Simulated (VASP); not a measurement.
Input of a VASP 6.6.1 run:

File INCAR:

```
SYSTEM = C
ALGO = Normal
EDIFF = 1E-6
EDIFFG = -0.008
ENCUT = 520
GGA = PE
IBRION = 2
ISIF = 2
ISMEAR = 0
IVDW = 12
LASPH = .TRUE.
LCHARG = .FALSE.
LREAL = .FALSE.
LWAVE = .FALSE.
NELM = 60
NSW = 60
PREC = Accurate
SIGMA = 0.02
```

The input KPOINTS:

```
k-points
0
G
  8 12 8
  0 0 0
```

File POSCAR:

```
C
1.0
    4.2694048708      0.0000000000      0.0000000000
    0.0000000000      2.4649234225      0.0000000000
   -1.2162445334      0.0000000000      3.3739455666
C
4
Direct
    0.8334041897      0.0000000000      0.0002211056
    0.6665958103      0.5000000000      0.9997788944
    0.3334041897      0.5000000000      0.0002211056
    0.1665958103      0.0000000000      0.9997788944
```

Potentials or basis: VASP PAW PBE potentials, release 64 (C).

The run is started by

```sh
$ cat potpaw_PBE.64/C/POTCAR > POTCAR
$ mpirun -np 1 vasp_std > vasp.out
```

Q: What does it give for the dispersion energy per atom?

A: -0.155 eV.

Final structure:
```yaml
crystal:
  lattice:
    - [4.26940, 0.00000, 0.00000]
    - [0.00000, 2.46492, 0.00000]
    - [-1.21624, 0.00000, 3.37395]
  atoms:
    - { symbol: C, position: [0.83340, 0.00000, 0.00022] }
    - { symbol: C, position: [0.66660, 0.50000, 0.99978] }
    - { symbol: C, position: [0.33340, 0.50000, 0.00022] }
    - { symbol: C, position: [0.16660, 0.00000, 0.99978] }
```

Caveat: the cell differs from its parent crystal (shear of c along a, cell held: +6.0 %); the relaxation stopped at its first step, so nothing moved.
